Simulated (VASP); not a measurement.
Al:

```
Al
1.0
     2.81246    0.00000    0.00000
    -1.40623    2.43566    0.00000
     0.00000    0.00000    4.86685
Al
2
Direct
  0.33333 0.66667 0.25000
  0.66667 0.33333 0.75000
```

```yaml
Program: VASP 6.6.1
Task: relaxation of cell and atoms
Functional: PBE
Potentials_or_basis: VASP PAW PBE potentials, release 64 (Al)
Cutoff: 600 eV
k_mesh: 11 × 11 × 6
Occupations: fermi-dirac, width 0.05 eV
Spin: no spin polarisation
```

At the start: pressure 0.1 GPa; volume 16.67 Å³/atom.

Where does the relaxation end?

Over 8 steps the energy falls by 9.4 meV/atom and the volume is 16.63 Å³/atom (-0.2 %); space group P6_3/mmc (No. 194, to 0.05 Å).

Step by step:
| step | energy change (eV) | largest force (eV/Å) | pressure (GPa) | volume (Å³) |
| --- | --- | --- | --- | --- |
| 1 | 0.0000 | 0.0000 | 0.13 | 33.34 |
| 2 | -0.0122 | 0.0000 | -0.25 | 33.40 |
| 3 | -0.0029 | 0.0000 | -0.29 | 33.51 |
| 4 | -0.0182 | 0.0000 | -0.43 | 33.46 |
| 5 | -0.0186 | 0.0000 | -0.43 | 33.45 |
| 6 | -0.0186 | 0.0000 | -0.43 | 33.44 |
| 7 | -0.0188 | 0.0000 | 0.15 | 33.19 |
| 8 | -0.0189 | 0.0000 | 0.00 | 33.26 |

Final structure:
```xyz
2
Lattice="2.8539 0.0000 0.0000 -1.4269 2.4715 0.0000 0.0000 0.0000 4.7151" Properties=species:S:1:pos:R:3 pbc="T T T"
Al    0.0000    1.6477    1.1788
Al    1.4269    0.8238    3.5363
```
